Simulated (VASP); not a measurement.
Ta: single point with r2SCAN

Ta:

```xyz
4
Lattice="4.5953 0.0000 0.0000 -2.2976 3.9796 0.0000 0.0000 0.0000 4.8310" Properties=species:S:1:pos:R:3 pbc="T T T"
Ta    0.0000    0.0000    1.2077
Ta    0.0000    0.0000    3.6232
Ta    0.0000    2.6531    3.6232
Ta    2.2976    1.3265    1.2077
```

```
Program             : VASP 6.6.1
Task                : single point
Functional          : r2SCAN
Potentials or basis : VASP PAW PBE potentials, release 64 (Ta_pv)
Cutoff              : 520 eV
k mesh              : 12 × 12 × 10
Occupations         : gaussian, width 0.1 eV
Spin                : no spin polarisation
```

The pressure is 0.6 GPa and the band gap on the k mesh is zero (band 22 reaches 4.35 eV, above the bottom of band 23 at 3.54 eV).

Stress tensor (GPa, compression positive):
```
0.45 0.00 0.00
0.00 0.45 0.00
0.00 0.00 0.92
```

Levels at points of the mesh, in eV from the Fermi level:
```tsv
k point	band 20	band 21	band 22	band 23	band 24	band 25
(0.00, 0.00, 0.00)	-0.20	-0.20	-0.10	-0.10	1.25	1.25
(0.50, 0.00, 0.00)	-0.91	-0.83	-0.37	-0.03	0.13	2.22
(0.00, 0.00, 0.50)	0.30	0.39	0.39	0.39	0.39	2.10
(0.50, 0.00, 0.50)	-1.62	-0.80	-0.80	0.47	0.47	2.06
```

Run time: 39 min on 1 thread of AMD EPYC 7R13, with other jobs on the host, peak memory 0.34 GiB.

Caveat: the PAW data sets were made with another functional, which shifts forces and pressure a little; spin-orbit coupling is left out, which moves the levels of the heavy elements.
